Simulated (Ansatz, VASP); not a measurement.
Au in VASP and in Ansatz

File INCAR:

```
ALGO     = Normal         # electronic algorithm
EDIFF    = 1E-6           # SCF threshold, eV
ENCUT    = 520            # plane-wave cutoff, eV
GGA      = PS             # functional
ISIF     = 2              # what is computed and relaxed
ISMEAR   = -1             # smearing method
LASPH    = T              # aspherical terms in the spheres
LCHARG   = F              # write CHGCAR
LREAL    = F              # projectors in reciprocal space
LWAVE    = F              # write WAVECAR
NBANDS   = 18             # bands
NELM     = 100            # most SCF steps
PREC     = Accurate       # precision mode
SIGMA    = 0.03           # smearing width, eV
```

File KPOINTS:

```
k-points
0
Gamma
  14 14 8
```

The input POSCAR:

```
Au
1.0
    2.8709984263      0.0000000000      0.0000000000
   -1.4354992132      2.4863575715      0.0000000000
    0.0000000000      0.0000000000      4.8800000000
Au
2
Direct
    0.3333333333      0.6666666667      0.7500000000
    0.6666666667      0.3333333333      0.2500000000
```

Input for Ansatz:

```yaml
crystal:
  lattice:
    - [2.8709984263, 0.0, 0.0]
    - [-1.4354992132, 2.4863575715, 0.0]
    - [0.0, 0.0, 4.88]
  atoms:
    - { symbol: Au, position: [0.3333333333, 0.6666666667, 0.75] }
    - { symbol: Au, position: [0.6666666667, 0.3333333333, 0.25] }
kpoints:
  mp_grid: { grid: [14, 14, 8] }
  band_path:
    path:
      - [0.0, 0.0, 0.0]
      - [0.5, 0.0, 0.0]
      - [0.3333333333, 0.3333333333, 0.0]
      - [0.0, 0.0, 0.0]
      - [0.0, 0.0, 0.5]
      - [0.5, 0.0, 0.5]
      - [0.3333333333, 0.3333333333, 0.5]
      - [0.0, 0.0, 0.5]
      - [0.5, 0.0, 0.5]
    npoints: 5
scf:
  occupations: { method: fermi_dirac, width: 0.03 }
hamiltonian:
  xc: pbesol
  pseudopotentials: { kind: all_electron, lapw: { basis_error: 0.0005 } }
output:
  forces: true
  stress: true
  eigenvalues: true
```

Change from the starting cell: equal xx and yy strain of -1 %.

Alike in both runs: task single point; functional PBEsol; k mesh 14 × 14 × 8; occupations fermi-dirac, width 0.03 eV; no spin polarisation.

|  | VASP | Ansatz |
| --- | --- | --- |
| version | VASP 6.6.1 | Ansatz 0.2.0 |
| potentials or method | VASP PAW PBE potentials, release 64 (Au), cutoff 520 eV | all-electron LAPW, scalar-relativistic |

|  | VASP | Ansatz | Ansatz less VASP |
| --- | --- | --- | --- |
| pressure (GPa) | -3.7 | -3.5 | +0.22 |
| traceless stress, the component that is largest in VASP (GPa) | -0.47 | -0.45 | +0.017 |

VASP's potentials were made for PBE, not for PBEsol. Ansatz ran all-electron here, and VASP with PAW potentials.

Spin-orbit coupling is off throughout.
